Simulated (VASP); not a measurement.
# AgBr in VASP: settings compared

The runs below take AgBr through single point, with PBE, r2SCAN.

Everything below comes from runs of VASP 6.6.1. Logs are shortened: lines on timing, memory, paths and dates and some standing lists are left out, and cuts for length are marked.

## Step 1: The cell of the first run

Symmetry: I4/mmm, No. 139, tetragonal system. The conventional cell has a = 4.137 Å, b = 4.137 Å, c = 5.785 Å, α = 90.00°, β = 90.00°, γ = 90.00°. Within 3.8 Å of Ag (site symmetry 4/mmm) lie 6 Br at 2.89 to 2.93 Å. Br (site symmetry 4/mmm) has 6 Ag at 2.89 to 2.93 Å within 3.8 Å.

## Step 2: Single point, PBE (biaxial xy strain +1.1%)

INCAR reads:

```
  PREC = Accurate
  ENCUT = 500
  EDIFF = 1E-6
  ISMEAR = -1
  SIGMA = 0.02
  LREAL = False
  LASPH = True
  NELM = 120
  ALGO = Normal
  ISIF = 2
  LWAVE = False
  LCHARG = False
  GGA = PE
  NBANDS = 16
  GGA_COMPAT = False
```

KPOINTS reads:

```
Automatic mesh
0
Gamma
  8 8 8
```

POSCAR reads:

```
AgBr
1.0
    0.0000000000      2.9251319396      2.8927333264
    2.9251319396      0.0000000000      2.8927333264
    2.9251319396      2.9251319396      0.0000000000
Ag Br
1 1
Direct
    0.0000000000      0.0000000000      0.0000000000
    0.5000000000      0.5000000000      0.5000000000
```

Potentials or basis: VASP PAW PBE potentials, release 64 (Ag, Br).

On the command line:

```console
$ cat potpaw_PBE.64/Ag/POTCAR potpaw_PBE.64/Br/POTCAR > POTCAR
$ mpirun -np 1 vasp_std > vasp.out
```

OUTCAR:

```text
PREC = Accurate
   ENCUT = 500
   EDIFF = 1E-6
   ISMEAR = -1
   LREAL = False
   LASPH = True
   NELM = 120
   ISIF = 2
   GGA = PE

 ion  position               nearest neighbor table
   1  0.000  0.000  0.000-   2 2.89   2 2.89   2 2.93   2 2.93   2 2.93   2 2.93
   2  0.500  0.500  0.500-   1 2.89   1 2.89   1 2.93   1 2.93   1 2.93   1 2.93

  LATTYP: Found a body centered tetragonal cell.
 ALAT       =     4.1367612607
 C/A-ratio  =     1.3985498046

  Lattice vectors:

 A1 = (   0.0000000000,  -2.9251319396,  -2.8927333264)
 A2 = (   0.0000000000,   2.9251319396,  -2.8927333264)
 A3 = (   2.9251319396,   0.0000000000,   2.8927333264)

Analysis of symmetry for initial positions (statically):
=====================================================================
 Subroutine PRICEL returns:
 Original cell was already a primitive cell.

 Routine SETGRP: Setting up the symmetry group for a
 body centered tetragonal supercell.

 Subroutine GETGRP returns: Found 16 space group operations
 (whereof 16 operations were pure point group operations)
 out of a pool of 16 trial point group operations.

The static configuration has the point symmetry D_4h.

Analysis of symmetry for dynamics (positions and initial velocities):
=====================================================================
 Subroutine PRICEL returns:
 Original cell was already a primitive cell.

 Routine SETGRP: Setting up the symmetry group for a
 body centered tetragonal supercell.

 Subroutine GETGRP returns: Found 16 space group operations
 (whereof 16 operations were pure point group operations)
 out of a pool of 16 trial point group operations.

The dynamic configuration has the point symmetry D_4h.

 Subroutine INISYM returns: Found 16 space group operations
 (whereof 16 operations are pure point group operations),
 and found     1 'primitive' translations

----------------------------------------------------------------------------------------

                                     Primitive cell

  volume of cell :      49.5027

  direct lattice vectors                    reciprocal lattice vectors
     0.000000000  2.925131940  2.892733326    -0.170932461  0.170932461  0.172846904
     2.925131940  0.000000000  2.892733326     0.170932461 -0.170932461  0.172846904
     2.925131940  2.925131940  0.000000000     0.170932461  0.170932461 -0.172846904

  length of vectors
     4.113915770  4.113915770  4.136761261     0.297173122  0.297173122  0.297173122

  position of ions in fractional coordinates (direct lattice)
     0.000000000  0.000000000  0.000000000
     0.500000000  0.500000000  0.500000000

  ion indices of the primitive-cell ions
   primitive index   ion index
                 1           1
                 2           2

----------------------------------------------------------------------------------------

 KPOINTS: Automatic mesh

Automatic generation of k-mesh.
 Grid dimensions read from file:
 generate k-points for:    8    8    8

 Generating k-lattice:

  Cartesian coordinates                     Fractional coordinates (reciprocal lattice)
    -0.021366558  0.021366558  0.021605863     0.125000000  0.000000000  0.000000000
     0.021366558 -0.021366558  0.021605863     0.000000000  0.125000000  0.000000000
     0.021366558  0.021366558 -0.021605863     0.000000000  0.000000000  0.125000000

  Length of vectors
     0.037146640  0.037146640  0.037146640

  Shift w.r.t. Gamma in fractional coordinates (k-lattice)
     0.000000000  0.000000000  0.000000000

 Subroutine IBZKPT returns following result:
 ===========================================

 Found     59 irreducible k-points:

 Following reciprocal coordinates:
            Coordinates               Weight
  0.000000  0.000000  0.000000      1.000000
  0.125000  0.000000  0.000000      8.000000
  0.250000  0.000000  0.000000      8.000000
  0.375000  0.000000  0.000000      8.000000
  0.500000  0.000000  0.000000      4.000000
  0.125000  0.125000  0.000000      2.000000
[... 16 lines left out ...]
  0.250000  0.000000  0.125000     16.000000
  0.375000  0.000000  0.125000     16.000000
 [... further k-points ...]
   k-points           NKPTS =     59   k-points in BZ     NKDIM =     59   number of bands    NBANDS=     16
   number of dos      NEDOS =    301   number of ions     NIONS =      2
   total plane-waves  NPLWV =  27000
   dimension x,y,z NGX =    30 NGY =   30 NGZ =   30
   dimension x,y,z NGXF=    60 NGYF=   60 NGZF=   60
   ions per type =               1   1
   NGX,Y,Z   is equivalent  to a cutoff of  12.12, 12.12, 12.06 a.u.
   NGXF,Y,Z  is equivalent  to a cutoff of  24.25, 24.25, 24.11 a.u.
 SYSTEM =  unknown system
   PREC   = accura    normal or accurate (medium, high low for compatibility)
   ISTART =      0    job   : 0-new  1-cont  2-samecut
   ICHARG =      2    charge: 1-file 2-atom 10-const
   ISPIN  =      1    spin polarized calculation?
   LNONCOLLINEAR =      F non collinear calculations
   LSORBIT =      F    spin-orbit coupling
   LASPH  =      T    aspherical Exc in radial PAW
   ENCUT  =  500.0 eV  36.75 Ry    6.06 a.u.   7.50  7.50  7.54*2*pi/ulx,y,z
   NELM   =    120;   NELMIN=  2; NELMDL= -5     # of ELM steps
   EDIFF  = 0.1E-05   stopping-criterion for ELM
   LREAL  =      F    real-space projection
   EDIFFG = 0.1E-04   stopping-criterion for IOM
   NSW    =      0    number of steps for IOM
   IBRION =     -1    ionic relax: 0-MD 1-quasi-New 2-CG
   NFREE  =      0    steps in history (QN), initial steepest desc. (CG)
   ISIF   =      2    stress and relaxation
   ISYM   =      2    0-nonsym 1-usesym 2-fastsym
   POTIM  = 0.5000    time-step for ionic-motion
   TEBEG  =    0.0;   TEEND  =   0.0 temperature during run
   PSTRESS=    0.0 pullay stress
   NELECT =      18.0000    total number of electrons
   NUPDOWN=      -1.0000    fix difference up-down
   EMIN   =  10.00;   EMAX   =-10.00  energy-range for DOS
   EFERMI =   0.00;   METHOD = LEGACY
   ISMEAR =    -1;   SIGMA  =   0.02  broadening in eV -4-tet -1-fermi 0-gaus
   EFERMI_NEDOS =   21; number of points for ismear=-14 and -15
   IALGO  =     38    algorithm
   IMIX   =      4    mixing-type and parameters
     AMIX     =   0.40;   BMIX     =  1.00
     AMIX_MAG =   1.60;   BMIX_MAG =  1.00
  volume/ion in A,a.u.               =      24.75       167.03
  Fermi-wavevector in a.u.,A,eV,Ry     =   1.168483  2.208114 18.576763  1.365354
  Thomas-Fermi vector in A             =   2.304969
   LORBIT       =      0    0 simple, 1 ext, 2 COOP (PROOUT), +10 PAW based schemes
   GGA     = PE    functional components
   LHFCALC =     F    Hartree Fock is set to
   AEXX    =    0.0000 exact exchange contribution
   IVDW    =     0    specifies the selected vdW correction
   LEPSILON=     F    determine dielectric tensor
   LRPA    =     F    only Hartree local field effects (RPA)
 non-spin polarized calculation
  energy-cutoff  :      500.00
  volume of cell :       49.50
 maximum number of plane-waves:      1275
 NGX is ok and might be reduce to    30
   NGX = 15   NGY = 15   NGZ = 15

 number of electron      18.0000002 magnetization

 Free energy of the ion-electron system (eV)
  ---------------------------------------------------
  ext. energy  EPLUGINS =         0.00000000
  ---------------------------------------------------
  free energy    TOTEN  =        -4.99977654 eV

  energy without entropy =       -4.99977654  energy(sigma->0) =       -4.99977654

 E-fermi :   3.4470     XC(G=0):  -9.6282

 val. band max:        3.1042785941   @ k =   0.5000   0.0000   0.0000
 cond. band min:       3.7573103831   @ k =   0.0000   0.0000   0.0000
 fundamental gap:      0.6530317890
 Fermi energy:         3.4470075984

 k-point     1 :       0.0000    0.0000    0.0000
  band No.  band energies     occupation
      1     -11.7220      2.00000
      2       0.4532      2.00000
      3       0.4532      2.00000
      4       0.4571      2.00000
      5       0.4635      2.00000
      6       0.4760      2.00000
[... 8 lines left out ...]
     15      14.5884      0.00000
     16      14.5884      0.00000

 k-point     2 :       0.1250    0.0000    0.0000
  band No.  band energies     occupation
      1     -11.6688      2.00000
      2       0.0826      2.00000
      3       0.1042      2.00000
      4       0.1468      2.00000
      5       0.4937      2.00000
      6       0.5049      2.00000
[... 8 lines left out ...]
     15      13.9561      0.00000
     16      14.3301      0.00000

 k-point     3 :       0.2500    0.0000    0.0000
  band No.  band energies     occupation
      1     -11.5352      2.00000
      2      -0.7889      2.00000
      3      -0.3986      2.00000
      4      -0.3707      2.00000
      5       0.5910      2.00000
      6       0.5967      2.00000
[... 8 lines left out ...]
     15      14.4044      0.00000
     16      14.4050      0.00000

 k-point     4 :       0.3750    0.0000    0.0000
  band No.  band energies     occupation
      1     -11.3935      2.00000
      2      -1.5490      2.00000
      3      -0.7240      2.00000
      4      -0.6916      2.00000
      5       0.6915      2.00000
      6       0.6919      2.00000
[... 8 lines left out ...]
     15      15.4212      0.00000
     16      15.4673      0.00000
[... 324 lines left out ...]
 k-point    22 :       0.1250    0.0000    0.1250
  band No.  band energies     occupation
      1     -11.6539      2.00000
      2      -0.3136      2.00000
      3       0.3469      2.00000
      4       0.3725      2.00000
      5       0.4182      2.00000
      6       0.4791      2.00000
[... 8 lines left out ...]
     15      15.7525      0.00000
     16      15.8865      0.00000

 k-point    23 :       0.2500    0.0000    0.1250
  band No.  band energies     occupation
      1     -11.5521      2.00000
      2      -0.8159      2.00000
      3      -0.0763      2.00000
      4      -0.0316      2.00000
      5       0.4842      2.00000
      6       0.6014      2.00000
[... 8 lines left out ...]
     15      15.4928      0.00000
     16      15.6069      0.00000

 k-point    24 :       0.3750    0.0000    0.1250
  band No.  band energies     occupation
      1     -11.4169      2.00000
      2      -1.3116      2.00000
      3      -0.6111      2.00000
      4      -0.4744      2.00000
      5       0.5916      2.00000
      6       0.7071      2.00000
[... 8 lines left out ...]
     15      15.6776      0.00000
     16      16.1104      0.00000

 [... further k-points ...]

------------------------ aborting loop because EDIFF is reached ----------------------------------------

  FORCE on cell =-STRESS in cart. coord.  units (eV):
  Direction    XX          YY          ZZ          XY          YZ          ZX
  --------------------------------------------------------------------------------------
  -------------------------------------------------------------------------------------
  Total        0.0435384      0.0435384      0.1220741      0.0000000     -0.0000000      0.0000000
  in kB        1.4091385      1.4091385      3.9509791      0.0000000     -0.0000000      0.0000000
  external PRESSURE =       2.2564187 kB  Pullay stress =       0.0000000 kB

 VOLUME and BASIS-vectors are now :
 -----------------------------------------------------------------------------
  energy-cutoff  :      500.00
  volume of cell :       49.50
      direct lattice vectors                 reciprocal lattice vectors
     0.000000000  2.925131940  2.892733326    -0.170932461  0.170932461  0.172846904
     2.925131940  0.000000000  2.892733326     0.170932461 -0.170932461  0.172846904
     2.925131940  2.925131940  0.000000000     0.170932461  0.170932461 -0.172846904

 POSITION                                       TOTAL-FORCE (eV/Angst)
 -----------------------------------------------------------------------------------
      0.00000      0.00000      0.00000         0.000000      0.000000     -0.000000
      2.92513      2.92513      2.89273         0.000000      0.000000      0.000000
 -----------------------------------------------------------------------------------
    total drift:                               -0.000000      0.000000      0.000000

  FREE ENERGIE OF THE ION-ELECTRON SYSTEM (eV)
  ---------------------------------------------------
  free  energy   TOTEN  =        -4.9997765390 eV

  energy  without entropy=       -4.9997765385  energy(sigma->0) =       -4.99977654
```

Run time: 49 s. Hardware: 1 thread of Intel Xeon 8259CL, shared host; peak memory 0.2 GiB.

What came out:

| Item | Value |
| --- | --- |
| Free energy | -4.9998 eV |
| Pressure | 0.2 GPa |
| Band gap on the k mesh | 0.65 eV (least direct gap 2.44 eV) |

Stress tensor (GPa, compression positive):
```
0.14 0.00 0.00
0.00 0.14 0.00
0.00 0.00 0.40
```

Levels at points of the mesh, in eV from the valence-band top:
```csv
k point,band 6,band 7,band 8,band 9,band 10,band 11,band 12,band 13
"(0.00, 0.00, 0.00)",-2.63,-1.83,-1.79,-1.79,0.65,9.88,9.88,9.92
"(0.50, 0.00, 0.00)",-2.37,-2.05,-0.06,0.00,3.83,6.30,6.76,6.87
"(0.50, 0.50, 0.00)",-2.49,-2.28,-2.28,-2.20,1.65,7.06,8.92,10.74
"(0.50, 0.00, 0.50)",-2.51,-2.28,-2.28,-2.21,1.67,7.13,8.81,10.71
```

Caveat: the cell differs from its parent crystal (biaxial xy strain +1.1%).

(Continued in part 2 of 2.)
